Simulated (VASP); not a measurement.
# C (P6_3/mmc) in VASP: a series of runs

C is run at these levels: PBE; tasks: single point.

Program: VASP 6.6.1. These are calculated values, not measurements. Logs are shortened: lines on timing, memory, paths and dates and some standing lists are left out, and cuts for length are marked.

## Step 1: The cell of the first run

It takes space group P6_3/mmc (No. 194, hexagonal). The conventional cell has a = 2.470 Å, b = 2.470 Å, c = 16.216 Å, α = 90.00°, β = 90.00°, γ = 120.00°. C (site symmetry 3m) has 4 C at 1.51 Å within 2.0 Å. C (site symmetry 3m) has 4 C at 1.51 Å within 2.0 Å. Within 2.0 Å of C (site symmetry 3m) lie 4 C at 1.51 Å. Within 2.0 Å of C (site symmetry 3m) lie 4 C at 1.51 to 1.54 Å.

## Step 2: Single point, PBE (5.36 Å³/atom)

INCAR

```
PREC = Accurate
ENCUT = 520
EDIFF = 1E-7
ISMEAR = 0
SIGMA = 0.02
LREAL = Auto
LASPH = T
NELM = 100
ALGO = Normal
ISIF = 2
LWAVE = F
LCHARG = F
GGA = PE
NBANDS = 46
```

KPOINTS

```
Automatic mesh
0
Gamma
  12 12 2
```

POSCAR

```
C
1.0
    2.4702072333      0.0000000000      0.0000000000
   -1.2351036167      2.1392622166      0.0000000000
    0.0000000000      0.0000000000     16.2157097378
C
16
Direct
    0.0000000000      0.0000000000      0.0467038745
    0.0000000000      0.0000000000      0.5467038745
    0.0000000000      0.0000000000      0.4532961255
    0.0000000000      0.0000000000      0.9532961255
    0.3333333333      0.6666666667      0.0778855402
    0.6666666667      0.3333333333      0.5778855402
    0.3333333333      0.6666666667      0.4221144598
    0.6666666667      0.3333333333      0.9221144598
    0.3333333333      0.6666666667      0.1712294232
    0.6666666667      0.3333333333      0.6712294232
    0.3333333333      0.6666666667      0.3287705768
    0.6666666667      0.3333333333      0.8287705768
    0.3333333333      0.6666666667      0.7973650141
    0.6666666667      0.3333333333      0.2973650141
    0.3333333333      0.6666666667      0.7026349859
    0.6666666667      0.3333333333      0.2026349859
```

Potentials or basis: VASP PAW PBE potentials, release 64 (C).

Command:

```sh
cat potpaw_PBE.64/C/POTCAR > POTCAR
mpirun -np 1 vasp_std > vasp.out
```

OUTCAR:

```text
PREC = Accurate
   ENCUT = 520
   EDIFF = 1E-7
   ISMEAR = 0
   LREAL = Auto
   LASPH = T
   NELM = 100
   ISIF = 2
   GGA = PE

 ion  position               nearest neighbor table
   1  0.000  0.000  0.047-   5 1.51   5 1.51   5 1.51   4 1.51
   2  0.000  0.000  0.547-   6 1.51   6 1.51   6 1.51   3 1.51
   3  0.000  0.000  0.453-   7 1.51   7 1.51   7 1.51   2 1.51
   4  0.000  0.000  0.953-   8 1.51   8 1.51   8 1.51   1 1.51
   5  0.333  0.667  0.078-   1 1.51   1 1.51   1 1.51   9 1.51
   6  0.667  0.333  0.578-   2 1.51   2 1.51   2 1.51  10 1.51
[... 8 lines left out ...]
  15  0.333  0.667  0.703-  10 1.51  10 1.51  10 1.51  13 1.54
  16  0.667  0.333  0.203-   9 1.51   9 1.51   9 1.51  14 1.54

  LATTYP: Found a hexagonal cell.
 ALAT       =     2.4702072333
 C/A-ratio  =     6.5645139077

  Lattice vectors:

 A1 = (   2.4702072333,   0.0000000000,   0.0000000000)
 A2 = (  -1.2351036167,   2.1392622166,   0.0000000000)
 A3 = (   0.0000000000,   0.0000000000,  16.2157097378)

Analysis of symmetry for initial positions (statically):
=====================================================================
 Subroutine PRICEL returns:
 Original cell was already a primitive cell.

 Routine SETGRP: Setting up the symmetry group for a
 hexagonal supercell.

 Subroutine GETGRP returns: Found 24 space group operations
 (whereof 12 operations were pure point group operations)
 out of a pool of 24 trial point group operations.

The static configuration has the point symmetry D_3d.
 The point group associated with its full space group is D_6h.

Analysis of symmetry for dynamics (positions and initial velocities):
=====================================================================
 Subroutine PRICEL returns:
 Original cell was already a primitive cell.

 Routine SETGRP: Setting up the symmetry group for a
 hexagonal supercell.

 Subroutine GETGRP returns: Found 24 space group operations
 (whereof 12 operations were pure point group operations)
 out of a pool of 24 trial point group operations.

The dynamic configuration has the point symmetry D_3d.
 The point group associated with its full space group is D_6h.

 Subroutine INISYM returns: Found 24 space group operations
 (whereof 12 operations are pure point group operations),
 and found     1 'primitive' translations

----------------------------------------------------------------------------------------

                                     Primitive cell

  volume of cell :      85.6906

  direct lattice vectors                    reciprocal lattice vectors
     2.470207233  0.000000000  0.000000000     0.404824335  0.233725439  0.000000000
    -1.235103617  2.139262217  0.000000000     0.000000000  0.467450877  0.000000000
     0.000000000  0.000000000 16.215709738     0.000000000  0.000000000  0.061668593

  length of vectors
     2.470207233  2.470207233 16.215709738     0.467450877  0.467450877  0.061668593

  position of ions in fractional coordinates (direct lattice)
     0.000000000  0.000000000  0.046703874
     0.000000000  0.000000000  0.546703874
     0.000000000  0.000000000  0.453296126
     0.000000000  0.000000000  0.953296126
     0.333333333  0.666666667  0.077885540
     0.666666667  0.333333333  0.577885540
[... 8 lines left out ...]
     0.333333333  0.666666667  0.702634986
     0.666666667  0.333333333  0.202634986

  ion indices of the primitive-cell ions
   primitive index   ion index
                 1           1
                 2           2
                 3           3
                 4           4
                 5           5
                 6           6
[... 8 lines left out ...]
                15          15
                16          16

----------------------------------------------------------------------------------------

 KPOINTS: Automatic mesh

Automatic generation of k-mesh.
 Grid dimensions read from file:
 generate k-points for:   12   12    2

 Generating k-lattice:

  Cartesian coordinates                     Fractional coordinates (reciprocal lattice)
     0.033735361  0.019477120  0.000000000     0.083333333 -0.000000000  0.000000000
     0.000000000  0.038954240  0.000000000     0.000000000  0.083333333  0.000000000
     0.000000000  0.000000000  0.030834296     0.000000000  0.000000000  0.500000000

  Length of vectors
     0.038954240  0.038954240  0.030834296

  Shift w.r.t. Gamma in fractional coordinates (k-lattice)
     0.000000000  0.000000000  0.000000000

 Subroutine IBZKPT returns following result:
 ===========================================

 Found     38 irreducible k-points:

 Following reciprocal coordinates:
            Coordinates               Weight
  0.000000  0.000000  0.000000      1.000000
  0.083333  0.000000  0.000000      6.000000
  0.166667  0.000000  0.000000      6.000000
  0.250000  0.000000  0.000000      6.000000
  0.333333  0.000000  0.000000      6.000000
  0.416667  0.000000  0.000000      6.000000
[... 16 lines left out ...]
  0.250000  0.000000  0.500000      6.000000
  0.333333  0.000000  0.500000      6.000000
 [... further k-points ...]
   k-points           NKPTS =     38   k-points in BZ     NKDIM =     38   number of bands    NBANDS=     46
   number of dos      NEDOS =    301   number of ions     NIONS =     16
   total plane-waves  NPLWV =  40824
   dimension x,y,z NGX =    18 NGY =   18 NGZ =  126
   dimension x,y,z NGXF=    36 NGYF=   36 NGZF=  252
   ions per type =              16
   NGX,Y,Z   is equivalent  to a cutoff of  12.11, 12.11, 12.92 a.u.
   NGXF,Y,Z  is equivalent  to a cutoff of  24.23, 24.23, 25.84 a.u.
 SYSTEM =  unknown system
   PREC   = accura    normal or accurate (medium, high low for compatibility)
   ISTART =      0    job   : 0-new  1-cont  2-samecut
   ICHARG =      2    charge: 1-file 2-atom 10-const
   ISPIN  =      1    spin polarized calculation?
   LNONCOLLINEAR =      F non collinear calculations
   LSORBIT =      F    spin-orbit coupling
   LASPH  =      T    aspherical Exc in radial PAW
   ENCUT  =  520.0 eV  38.22 Ry    6.18 a.u.   4.59  4.59 30.15*2*pi/ulx,y,z
   NELM   =    100;   NELMIN=  2; NELMDL= -5     # of ELM steps
   EDIFF  = 0.1E-06   stopping-criterion for ELM
   LREAL  =      T    real-space projection
   EDIFFG = 0.1E-05   stopping-criterion for IOM
   NSW    =      0    number of steps for IOM
   IBRION =     -1    ionic relax: 0-MD 1-quasi-New 2-CG
   NFREE  =      0    steps in history (QN), initial steepest desc. (CG)
   ISIF   =      2    stress and relaxation
   ISYM   =      2    0-nonsym 1-usesym 2-fastsym
   POTIM  = 0.5000    time-step for ionic-motion
   TEBEG  =    0.0;   TEEND  =   0.0 temperature during run
   PSTRESS=    0.0 pullay stress
   NELECT =      64.0000    total number of electrons
   NUPDOWN=      -1.0000    fix difference up-down
   EMIN   =  10.00;   EMAX   =-10.00  energy-range for DOS
   EFERMI =   0.00;   METHOD = LEGACY
   ISMEAR =     0;   SIGMA  =   0.02  broadening in eV -4-tet -1-fermi 0-gaus
   EFERMI_NEDOS =   21; number of points for ismear=-14 and -15
   IALGO  =     38    algorithm
   IMIX   =      4    mixing-type and parameters
     AMIX     =   0.40;   BMIX     =  1.00
     AMIX_MAG =   1.60;   BMIX_MAG =  1.00
  volume/ion in A,a.u.               =       5.36        36.14
  Fermi-wavevector in a.u.,A,eV,Ry     =   1.485333  2.806872 30.017347  2.206213
  Thomas-Fermi vector in A             =   2.598757
   LORBIT       =      0    0 simple, 1 ext, 2 COOP (PROOUT), +10 PAW based schemes
   GGA     = PE    functional components
   LHFCALC =     F    Hartree Fock is set to
   AEXX    =    0.0000 exact exchange contribution
   IVDW    =     0    specifies the selected vdW correction
   LEPSILON=     F    determine dielectric tensor
   LRPA    =     F    only Hartree local field effects (RPA)
 non-spin polarized calculation
 Gauss-broadening in eV      SIGMA  =   0.02
  energy-cutoff  :      520.00
  volume of cell :       85.69
 maximum number of plane-waves:      2340
   NGX =  9   NGY =  9   NGZ = 61

 number of electron      63.9999983 magnetization

 Free energy of the ion-electron system (eV)
  ---------------------------------------------------
  ext. energy  EPLUGINS =         0.00000000
  ---------------------------------------------------
  free energy    TOTEN  =      -144.89578348 eV

  energy without entropy =     -144.89578348  energy(sigma->0) =     -144.89578348

 E-fermi :  10.8098     XC(G=0): -13.5399

 val. band max:       10.6566212863   @ k =   0.0000   0.0000   0.0000
 cond. band min:      15.2034449317   @ k =   0.3333   0.0000   0.0000
 fundamental gap:      4.5468236454
 Fermi energy:        10.8097622813

 k-point     1 :       0.0000    0.0000    0.0000
  band No.  band energies     occupation
      1     -11.6941      2.00000
      2     -11.2764      2.00000
      3     -11.2173      2.00000
      4      -9.9438      2.00000
      5      -9.8933      2.00000
      6      -7.7912      2.00000
[... 36 lines left out ...]
     43      18.3479      0.00000
     44      18.7423      0.00000

 k-point     2 :       0.0833    0.0000    0.0000
  band No.  band energies     occupation
      1     -11.5159      2.00000
      2     -11.0987      2.00000
      3     -11.0399      2.00000
      4      -9.7684      2.00000
      5      -9.7182      2.00000
      6      -7.6211      2.00000
[... 36 lines left out ...]
     43      18.5659      0.00000
     44      18.8574      0.00000

 k-point     3 :       0.1667    0.0000    0.0000
  band No.  band energies     occupation
      1     -10.9829      2.00000
      2     -10.5673      2.00000
      3     -10.5094      2.00000
      4      -9.2441      2.00000
      5      -9.1952      2.00000
      6      -7.1136      2.00000
[... 976 lines left out ...]
     43      19.8353      0.00000
     44      19.8353      0.00000

 k-point    24 :       0.3333    0.0000    0.5000
  band No.  band energies     occupation
      1      -8.7755      2.00000
      2      -8.7755      2.00000
      3      -7.9119      2.00000
      4      -7.9119      2.00000
      5      -6.2345      2.00000
      6      -6.2345      2.00000
[... 36 lines left out ...]
     43      19.3974      0.00000
     44      19.3974      0.00000

 [... further k-points ...]

 [bands above 44 left out]

------------------------ aborting loop because EDIFF is reached ----------------------------------------

  FORCE on cell =-STRESS in cart. coord.  units (eV):
  Direction    XX          YY          ZZ          XY          YZ          ZX
  --------------------------------------------------------------------------------------
  -------------------------------------------------------------------------------------
  Total       16.4435842     16.4435842     16.5103596     -0.0000000      0.0000000     -0.0000000
  in kB      307.4494341    307.4494340    308.6979478     -0.0000000      0.0000000     -0.0000000
  external PRESSURE =     307.8656053 kB  Pullay stress =       0.0000000 kB

 VOLUME and BASIS-vectors are now :
 -----------------------------------------------------------------------------
  energy-cutoff  :      520.00
  volume of cell :       85.69
      direct lattice vectors                 reciprocal lattice vectors
     2.470207233  0.000000000  0.000000000     0.404824335  0.233725439  0.000000000
    -1.235103617  2.139262217  0.000000000     0.000000000  0.467450877  0.000000000
     0.000000000  0.000000000 16.215709738     0.000000000  0.000000000  0.061668593

 POSITION                                       TOTAL-FORCE (eV/Angst)
 -----------------------------------------------------------------------------------
      0.00000      0.00000      0.75734         0.000000     -0.000000      0.000314
      0.00000      0.00000      8.86519        -0.000000     -0.000000      0.000314
      0.00000      0.00000      7.35052         0.000000     -0.000000     -0.000314
      0.00000      0.00000     15.45837        -0.000000      0.000000     -0.000314
     -0.00000      1.42617      1.26297         0.000000     -0.000000      0.005475
      1.23510      0.71309      9.37082        -0.000000      0.000000      0.005475
[... 8 lines left out ...]
     -0.00000      1.42617     11.39372         0.000000     -0.000000     -0.007630
      1.23510      0.71309      3.28587         0.000000      0.000000     -0.007630
 -----------------------------------------------------------------------------------
    total drift:                               -0.000000      0.000000      0.000000

  FREE ENERGIE OF THE ION-ELECTRON SYSTEM (eV)
  ---------------------------------------------------
  free  energy   TOTEN  =      -144.8957834751 eV

  energy  without entropy=     -144.8957834751  energy(sigma->0) =     -144.89578348
```

It took 94 s on 1 thread of Intel Xeon 6975P-C (Granite Rapids), shared host; peak memory 0.23 GiB.

What came out:

* Free energy: -144.8958 eV
* Pressure: 30.8 GPa
* Largest force: 0.008 eV/Å
* Band gap on the k mesh: 4.55 eV (least direct gap 5.56 eV)

Forces on the atoms (eV/Å):
```
C    0.000  0.000  0.000
C    0.000  0.000  0.000
C    0.000  0.000  0.000
C    0.000  0.000  0.000
C    0.000  0.000  0.005
C    0.000  0.000  0.005
C    0.000  0.000 -0.005
C    0.000  0.000 -0.005
C    0.000  0.000 -0.008
C    0.000  0.000 -0.008
C    0.000  0.000  0.008
C    0.000  0.000  0.008
C    0.000  0.000  0.008
C    0.000  0.000  0.008
C    0.000  0.000 -0.008
C    0.000  0.000 -0.008
```

Caveat: the cell stands under pressure.

## Step 3: Single point, PBE (5.53 Å³/atom)

This run uses another cell than the first one, of 5.53 Å³/atom.

INCAR

```
SYSTEM = C
ALGO     = Normal         ! electronic algorithm
EDIFF    = 1E-7           ! SCF threshold, eV
ENCUT    = 520            ! plane-wave cutoff, eV
GGA      = PE             ! functional
ISIF     = 2              ! what is computed and relaxed
ISMEAR   = 0              ! smearing method
LASPH    = .True.         ! aspherical terms in the spheres
LCHARG   = .False.        ! write CHGCAR
LREAL    = Auto         
LWAVE    = .False.        ! write WAVECAR
NBANDS   = 46             ! bands
NELM     = 100            ! most SCF steps
PREC     = Accurate       ! precision mode
SIGMA    = 0.02           ! smearing width, eV
```

KPOINTS

```
k-points
0
Gamma
  12 12 2
  0 0 0
```

POSCAR

```
C
1.0
    2.4961287359      0.0000000000      0.0000000000
   -1.2480643680      2.1617108964      0.0000000000
    0.0000000000      0.0000000000     16.3874983413
C
16
Direct
    0.0000000000      0.0000000000      0.0467029300
    0.0000000000      0.0000000000      0.5467029300
    0.0000000000      0.0000000000      0.4532970700
    0.0000000000      0.0000000000      0.9532970700
    0.3333333333      0.6666666667      0.0778793495
    0.6666666667      0.3333333333      0.5778793495
    0.3333333333      0.6666666667      0.4221206505
    0.6666666667      0.3333333333      0.9221206505
    0.3333333333      0.6666666667      0.1712275922
    0.6666666667      0.3333333333      0.6712275922
    0.3333333333      0.6666666667      0.3287724078
    0.6666666667      0.3333333333      0.8287724078
    0.3333333333      0.6666666667      0.7973994712
    0.6666666667      0.3333333333      0.2973994712
    0.3333333333      0.6666666667      0.7026005288
    0.6666666667      0.3333333333      0.2026005288
```

Potentials or basis: VASP PAW PBE potentials, release 64 (C).

Command:

```sh
cat potpaw_PBE.64/C/POTCAR > POTCAR
mpirun -np 1 vasp_std > vasp.out
```

Run time: 96 s. Hardware: 1 thread of Intel Xeon 6975P-C (Granite Rapids), shared host; peak memory 0.25 GiB.

It converged, with:

```
Free energy            : -145.2886 eV
Pressure               : 14.8 GPa
Largest force          : 0.020 eV/Å
Band gap on the k mesh : 4.47 eV (least direct gap 5.49 eV)
```

Forces in eV/Å, atoms in the order of the input:
```
C    0.000  0.000 -0.009
C    0.000  0.000 -0.009
C    0.000  0.000  0.009
C    0.000  0.000  0.009
C    0.000  0.000 -0.004
C    0.000  0.000 -0.004
C    0.000  0.000  0.004
C    0.000  0.000  0.004
C    0.000  0.000  0.002
C    0.000  0.000  0.002
C    0.000  0.000 -0.002
C    0.000  0.000 -0.002
C    0.000  0.000 -0.020
C    0.000  0.000 -0.020
C    0.000  0.000  0.020
C    0.000  0.000  0.020
```

Levels at points of the mesh, in eV from the valence-band top:
| k point | band 28 | band 29 | band 30 | band 31 | band 32 | band 33 | band 34 | band 35 | band 36 | band 37 |
| --- | --- | --- | --- | --- | --- | --- | --- | --- | --- | --- |
| (0.00, 0.00, 0.00) | -0.62 | -0.62 | -0.12 | 0.00 | 0.00 | 5.49 | 5.49 | 5.60 | 6.20 | 6.20 |
| (0.50, 0.00, 0.00) | -3.89 | -3.70 | -3.67 | -3.41 | -2.96 | 4.71 | 5.00 | 5.08 | 5.39 | 5.99 |
| (0.00, 0.00, 0.50) | -0.87 | -0.19 | -0.19 | -0.19 | -0.19 | 5.73 | 5.73 | 5.73 | 5.73 | 6.05 |
| (0.50, 0.00, 0.50) | -4.37 | -3.64 | -3.64 | -3.16 | -3.16 | 4.79 | 4.79 | 5.44 | 5.44 | 5.74 |

Caveat: the cell stands under pressure. A k mesh can miss the band edges.
